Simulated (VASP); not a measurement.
# Au (Cmce) in VASP: relaxation of cell and atoms with r2SCAN

Aim: the relaxation of cell and atoms of Au with r2SCAN.

All numbers are computed with VASP 6.6.1; they aren't measurements. Logs are shortened: lines on timing, memory, paths and dates and some standing lists are left out, and cuts for length are marked.

## (1) The cell of the first run

It takes space group Cmce (No. 64, orthorhombic). The conventional cell has a = 4.483 Å, b = 7.598 Å, c = 4.489 Å, α = 90.00°, β = 90.00°, γ = 90.00°. Within 3.2 Å of Au (site symmetry m) lie 7 Au at 2.42 to 2.78 Å.

## (2) Relaxation of cell and atoms, r2SCAN

Input file POSCAR:

```
Au
1.0
    2.2416747872     -3.7992230503      0.0000000000
    2.2416747872      3.7992230503      0.0000000000
    0.0000000000      0.0000000000      4.4893131936
Au
4
Direct
    0.1525000000      0.8475000000      0.0785000000
    0.6525000000      0.3475000000      0.4215000000
    0.8475000000      0.1525000000      0.9215000000
    0.3475000000      0.6525000000      0.5785000000
```

Input file INCAR.step1:

```
PREC = Accurate ; ENCUT = 600
ISMEAR = 0 ; SIGMA = 0.1
LREAL = False ; LASPH = True
NELM = 100 ; GGA = PE
ALGO = Normal ; EDIFF = 1E-4
LWAVE = True ; LCHARG = False
```

Input file INCAR.step2:

```
PREC = Accurate ; ENCUT = 600
EDIFF = 1E-6 ; ISMEAR = 0
SIGMA = 0.1 ; LREAL = False
LASPH = True ; NELM = 100
ALGO = Normal ; ISIF = 3
LWAVE = False ; LCHARG = False
METAGGA = R2SCAN ; LMIXTAU = True
IBRION = 2 ; NSW = 90
EDIFFG = -0.04 ; ISTART = 1
```

Input file KPOINTS:

```
Automatic mesh
0
Gamma
  4 4 4
```

Potentials or basis: VASP PAW PBE potentials, release 64 (Au).

Launch:

```bash
$ cat potpaw_PBE.64/Au/POTCAR > POTCAR
$ cp INCAR.step1 INCAR
$ mpirun -np 1 vasp_std > vasp.out
$ cp INCAR.step2 INCAR
$ mpirun -np 1 vasp_std > vasp.out
```

OUTCAR:

```text
PREC = Accurate
   ENCUT = 600
   EDIFF = 1E-6
   ISMEAR = 0
   LREAL = False
   LASPH = True
   NELM = 100
   ISIF = 3
   METAGGA = R2SCAN
   IBRION = 2
   NSW = 90
   EDIFFG = -0.04
   ISTART = 1

 ion  position               nearest neighbor table
   1  0.153  0.847  0.078-   3 2.42   4 2.69   4 2.69   2 2.72   2 2.72   3 2.78   3 2.78
   2  0.653  0.347  0.422-   4 2.42   3 2.69   3 2.69   1 2.72   1 2.72   4 2.78   4 2.78
   3  0.847  0.153  0.922-   1 2.42   2 2.69   2 2.69   4 2.72   4 2.72   1 2.78   1 2.78
   4  0.347  0.653  0.578-   2 2.42   1 2.69   1 2.69   3 2.72   3 2.72   2 2.78   2 2.78

  LATTYP: Found a base centered orthorhombic cell.
 ALAT       =     4.4833495744
 B/A-ratio  =     1.6948145520
 C/A-ratio  =     1.0013301705

  Lattice vectors:

 A1 = (   2.2416747872,  -3.7992230503,   0.0000000000)
 A2 = (   2.2416747872,   3.7992230503,   0.0000000000)
 A3 = (   0.0000000000,   0.0000000000,   4.4893131936)

Analysis of symmetry for initial positions (statically):
=====================================================================
 Subroutine PRICEL returns:
 Original cell was already a primitive cell.

 Routine SETGRP: Setting up the symmetry group for a
 base centered orthorhombic supercell.

 Subroutine GETGRP returns: Found  8 space group operations
 (whereof  4 operations were pure point group operations)
 out of a pool of  8 trial point group operations.

The static configuration has the point symmetry C_2h.
 The point group associated with its full space group is D_2h.

Analysis of symmetry for dynamics (positions and initial velocities):
=====================================================================
 Subroutine PRICEL returns:
 Original cell was already a primitive cell.

 Routine SETGRP: Setting up the symmetry group for a
 base centered orthorhombic supercell.

 Subroutine GETGRP returns: Found  8 space group operations
 (whereof  4 operations were pure point group operations)
 out of a pool of  8 trial point group operations.

The dynamic configuration has the point symmetry C_2h.
 The point group associated with its full space group is D_2h.

 Subroutine INISYM returns: Found  8 space group operations
 (whereof  4 operations are pure point group operations),
 and found     1 'primitive' translations

----------------------------------------------------------------------------------------

                                     Primitive cell

  volume of cell :      76.4676

  direct lattice vectors                    reciprocal lattice vectors
     2.241674787 -3.799223050  0.000000000     0.223047519 -0.131605856  0.000000000
     2.241674787  3.799223050  0.000000000     0.223047519  0.131605856  0.000000000
     0.000000000  0.000000000  4.489313194     0.000000000  0.000000000  0.222751222

  length of vectors
     4.411258509  4.411258509  4.489313194     0.258979337  0.258979337  0.222751222

  position of ions in fractional coordinates (direct lattice)
     0.152500000  0.847500000  0.078500000
     0.652500000  0.347500000  0.421500000
     0.847500000  0.152500000  0.921500000
     0.347500000  0.652500000  0.578500000

  ion indices of the primitive-cell ions
   primitive index   ion index
                 1           1
                 2           2
                 3           3
                 4           4

----------------------------------------------------------------------------------------

 KPOINTS: Automatic mesh

Automatic generation of k-mesh.
 Grid dimensions read from file:
 generate k-points for:    4    4    4

 Generating k-lattice:

  Cartesian coordinates                     Fractional coordinates (reciprocal lattice)
     0.055761880 -0.032901464  0.000000000     0.250000000  0.000000000  0.000000000
     0.055761880  0.032901464  0.000000000     0.000000000  0.250000000  0.000000000
     0.000000000  0.000000000  0.055687806     0.000000000  0.000000000  0.250000000

  Length of vectors
     0.064744834  0.064744834  0.055687806

  Shift w.r.t. Gamma in fractional coordinates (k-lattice)
     0.000000000  0.000000000  0.000000000

 Subroutine IBZKPT returns following result:
 ===========================================

 Found     21 irreducible k-points:

 Following reciprocal coordinates:
            Coordinates               Weight
  0.000000  0.000000  0.000000      1.000000
  0.250000 -0.000000  0.000000      4.000000
  0.500000 -0.000000  0.000000      2.000000
  0.250000  0.250000  0.000000      2.000000
  0.500000  0.250000  0.000000      4.000000
 -0.250000  0.250000  0.000000      2.000000
[... 13 lines left out ...]
 -0.250000  0.250000  0.500000      2.000000
  0.500000  0.500000  0.500000      1.000000
   k-points           NKPTS =     21   k-points in BZ     NKDIM =     21   number of bands    NBANDS=     26
   number of dos      NEDOS =    301   number of ions     NIONS =      4
   total plane-waves  NPLWV =  46656
   dimension x,y,z NGX =    36 NGY =   36 NGZ =   36
   dimension x,y,z NGXF=    72 NGYF=   72 NGZF=   72
   ions per type =               4
   NGX,Y,Z   is equivalent  to a cutoff of  13.57, 13.57, 13.33 a.u.
   NGXF,Y,Z  is equivalent  to a cutoff of  27.13, 27.13, 26.66 a.u.
 SYSTEM =  unknown system
   PREC   = accura    normal or accurate (medium, high low for compatibility)
   ISTART =      1    job   : 0-new  1-cont  2-samecut
   ICHARG =      0    charge: 1-file 2-atom 10-const
   ISPIN  =      1    spin polarized calculation?
   LNONCOLLINEAR =      F non collinear calculations
   LSORBIT =      F    spin-orbit coupling
   LASPH  =      T    aspherical Exc in radial PAW
   ENCUT  =  600.0 eV  44.10 Ry    6.64 a.u.   8.81  8.81  8.97*2*pi/ulx,y,z
   NELM   =    100;   NELMIN=  2; NELMDL=  0     # of ELM steps
   EDIFF  = 0.1E-05   stopping-criterion for ELM
   LREAL  =      F    real-space projection
   EDIFFG = -.4E-01   stopping-criterion for IOM
   NSW    =     90    number of steps for IOM
   IBRION =      2    ionic relax: 0-MD 1-quasi-New 2-CG
   NFREE  =      1    steps in history (QN), initial steepest desc. (CG)
   ISIF   =      3    stress and relaxation
   ISYM   =      2    0-nonsym 1-usesym 2-fastsym
   POTIM  = 0.5000    time-step for ionic-motion
   TEBEG  =    0.0;   TEEND  =   0.0 temperature during run
   PSTRESS=    0.0 pullay stress
   NELECT =      44.0000    total number of electrons
   NUPDOWN=      -1.0000    fix difference up-down
   EMIN   =  10.00;   EMAX   =-10.00  energy-range for DOS
   EFERMI =   0.00;   METHOD = LEGACY
   ISMEAR =     0;   SIGMA  =   0.10  broadening in eV -4-tet -1-fermi 0-gaus
   EFERMI_NEDOS =   21; number of points for ismear=-14 and -15
   IALGO  =     38    algorithm
   IMIX   =      4    mixing-type and parameters
     AMIX     =   0.40;   BMIX     =  1.00
     AMIX_MAG =   1.60;   BMIX_MAG =  1.00
  volume/ion in A,a.u.               =      19.12       129.01
  Fermi-wavevector in a.u.,A,eV,Ry     =   1.361654  2.573152 25.226567  1.854100
  Thomas-Fermi vector in A             =   2.488211
   LORBIT       =      0    0 simple, 1 ext, 2 COOP (PROOUT), +10 PAW based schemes
   METAGGA = R2SCAN    functional components
   LHFCALC =     F    Hartree Fock is set to
   AEXX    =    0.0000 exact exchange contribution
   IVDW    =     0    specifies the selected vdW correction
   LEPSILON=     F    determine dielectric tensor
   LRPA    =     F    only Hartree local field effects (RPA)
 conjugate gradient relaxation of ions
 non-spin polarized calculation
 Gauss-broadening in eV      SIGMA  =   0.10
  energy-cutoff  :      600.00
  volume of cell :       76.47
 maximum number of plane-waves:      2570
   NGX = 17   NGY = 17   NGZ = 17

--------------------------------------- Ionic step        1  -------------------------------------------

 number of electron      43.9999998 magnetization

 Free energy of the ion-electron system (eV)
  ---------------------------------------------------
  ext. energy  EPLUGINS =         0.00000000
  ---------------------------------------------------
  free energy    TOTEN  =      -200.30609212 eV

  energy without entropy =     -200.29642325  energy(sigma->0) =     -200.30125768

------------------------ aborting loop because EDIFF is reached ----------------------------------------

  FORCE on cell =-STRESS in cart. coord.  units (eV):
  Direction    XX          YY          ZZ          XY          YZ          ZX
  --------------------------------------------------------------------------------------
  -------------------------------------------------------------------------------------
  Total        4.8406457     14.9438983      7.6165067      0.0000000      0.0000000      0.0000000
  in kB      101.4230298    313.1101788    159.5839146      0.0000000      0.0000000      0.0000000
  external PRESSURE =     191.3723744 kB  Pullay stress =       0.0000000 kB
[... 23 lines left out ...]
  energy  without entropy=     -200.2964232464  energy(sigma->0) =     -200.30125768

--------------------------------------- Ionic step        2  -------------------------------------------

 number of electron      43.9999995 magnetization

 E-fermi :   3.5616     XC(G=0): -10.6787

 val. band max:        3.4967735416   @ k =  -0.2500   0.2500   0.2500
 cond. band min:       3.7780353728   @ k =   0.2500   0.2500   0.5000
 fundamental gap:      0.2812618312
 Fermi energy:         3.5615675245

 k-point     1 :       0.0000    0.0000    0.0000
  band No.  band energies     occupation
      1      -3.0897      2.00000
      2      -1.0391      2.00000
      3      -0.9298      2.00000
      4      -0.9003      2.00000
      5      -0.7024      2.00000
      6      -0.6706      2.00000
[... 667 lines left out ...]
  FREE ENERGIE OF THE ION-ELECTRON SYSTEM (eV)
  ---------------------------------------------------
  free  energy   TOTEN  =      -201.0701989133 eV

  energy  without entropy=     -201.0659002641  energy(sigma->0) =     -201.06804959

[... ionic steps 4 to 46 ...]

--------------------------------------- Ionic step       47  -------------------------------------------

 number of electron      44.0000000 magnetization

------------------------ aborting loop because EDIFF is reached ----------------------------------------

  FORCE on cell =-STRESS in cart. coord.  units (eV):
  Direction    XX          YY          ZZ          XY          YZ          ZX
  --------------------------------------------------------------------------------------
  -------------------------------------------------------------------------------------
  Total       -0.0493136     -0.4911889     -0.2448582      0.0000000      0.0000000      0.0000000
  in kB       -1.0958956    -10.9156742     -5.4414760      0.0000000      0.0000000      0.0000000
  external PRESSURE =      -5.8176819 kB  Pullay stress =       0.0000000 kB
[... 61 lines left out ...]
  energy  without entropy=     -202.3340946412  energy(sigma->0) =     -202.33829451

--------------------------------------- Ionic step       49  -------------------------------------------

 number of electron      43.9999998 magnetization

 Free energy of the ion-electron system (eV)
  ---------------------------------------------------
  ext. energy  EPLUGINS =         0.00000000
  ---------------------------------------------------
  free energy    TOTEN  =      -202.34449602 eV

  energy without entropy =     -202.33663912  energy(sigma->0) =     -202.34056757

 E-fermi :   8.6716     XC(G=0): -13.2292

 val. band max:        8.4261551767   @ k =   0.5000   0.2500   0.5000
 cond. band min:       8.7025341205   @ k =   0.5000   0.2500   0.5000
 fundamental gap:      0.2763789438
 Fermi energy:         8.6716325028

 k-point     1 :       0.0000    0.0000    0.0000
  band No.  band energies     occupation
      1      -1.0756      2.00000
      2       1.4273      2.00000
      3       1.8806      2.00000
      4       2.7938      2.00000
      5       3.2147      2.00000
      6       3.3064      2.00000
[... 629 lines left out ...]
  FREE ENERGIE OF THE ION-ELECTRON SYSTEM (eV)
  ---------------------------------------------------
  free  energy   TOTEN  =      -202.3444960171 eV

  energy  without entropy=     -202.3366391151  energy(sigma->0) =     -202.34056757

 reached required accuracy - stopping structural energy minimisation
```

Run time: 55 min. Hardware: 1 thread of Intel Xeon Platinum 8488C (Sapphire Rapids), shared host; peak memory 0.25 GiB.

Results:

```
Free energy                            : -202.3445 eV
Relaxed volume                         : 17.97 Å³/atom
Relaxed cell                           : a = 3.585 Å, b = 3.585 Å, c = 5.592 Å, α = 90.00°, β = 90.00°, γ = 91.44°
Space group after relaxing (to 0.05 Å) : Fmmm (No. 69)
Energy gained by relaxing              : 509.6 meV/atom
Ionic steps                            : 49
Pressure after relaxing                : -0.1 GPa
Largest force after relaxing           : 0.038 eV/Å
Band gap on the k mesh                 : zero (band 22 reaches 10.25 eV, above the bottom of band 23 at 6.93 eV)
```

Forces on the atoms (eV/Å):
```
Au   0.000 -0.010  0.036
Au   0.000 -0.010 -0.036
Au   0.000  0.010 -0.036
Au   0.000  0.010  0.036
```

Stress tensor (GPa, compression positive):
```
-0.25  0.00  0.00
 0.00 -0.21  0.00
 0.00  0.00  0.06
```

Step by step:
```tsv
step	energy change (eV)	largest force (eV/Å)	pressure (GPa)	volume (Å³)
1	0.0000	2.0209	19.14	76.47
3	-0.7641	0.1343	-1.57	87.71
5	-0.7673	0.1681	-0.58	86.82
7	-0.8023	0.0426	1.16	85.78
9	-0.8183	0.1090	-0.62	87.33
11	-0.8342	0.2689	0.65	86.35
13	-0.8634	0.2881	0.11	86.75
15	-1.0514	0.3515	-3.82	87.77
17	-1.1081	0.4011	-6.69	87.76
19	-1.1016	0.4083	-6.07	87.79
21	-1.1191	0.3770	-6.84	87.62
23	-1.1519	0.3075	-7.74	86.95
25	-1.3261	0.2155	-6.38	83.38
27	-1.7792	0.5740	8.89	69.02
29	-1.8178	0.4139	3.98	71.46
31	-1.8522	0.5047	5.54	70.14
33	-1.9013	0.4063	1.86	71.58
35	-1.9151	0.3324	-1.07	72.90
37	-1.9490	0.2746	-0.35	72.39
39	-1.9862	0.2259	0.39	71.94
41	-2.0061	0.1261	-1.85	73.00
43	-2.0197	0.0730	0.44	71.84
45	-2.0331	0.0814	0.73	71.46
47	-2.0364	0.0496	-0.58	72.10
49	-2.0384	0.0376	-0.13	71.87
```

Final structure:
```
CELL_PARAMETERS angstrom
2.50329 -2.56686 0.00000
2.50329 2.56686 0.00000
0.00000 0.00000 5.59213
ATOMIC_POSITIONS crystal
Au 0.24942 0.75058 0.12330
Au 0.74942 0.25058 0.37670
Au 0.75058 0.24942 0.87670
Au 0.25058 0.74942 0.62330
```

Levels at points of the mesh, in eV from the Fermi level:
```tsv
k point	band 18	band 19	band 20	band 21	band 22	band 23	band 24	band 25	band 26
(0.00, 0.00, 0.00)	-2.67	-2.28	-2.11	-1.81	0.20	0.26	4.09	4.28	7.68
(0.50, 0.00, 0.00)	-3.10	-2.07	-2.07	-1.93	-1.93	0.28	0.28	4.41	4.41
(0.50, 0.50, 0.00)	-2.65	-2.01	-1.90	-1.32	-1.13	1.62	2.15	3.95	3.97
(0.00, 0.00, 0.50)	-3.53	-3.20	-3.20	-2.42	-2.42	5.17	5.17	7.48	7.48
(0.50, 0.00, 0.50)	-2.49	-2.48	-2.48	-1.74	-1.74	-1.74	-1.74	9.52	9.52
(0.50, 0.50, 0.50)	-3.54	-3.37	-3.37	1.58	1.58	2.06	2.06	2.86	2.86
```

Caveat: the k points lie up to 0.44 Å⁻¹ apart in the final cell; the PAW data sets were made with another functional, which shifts forces and pressure a little; spin-orbit coupling is left out, which moves the levels of the heavy elements.
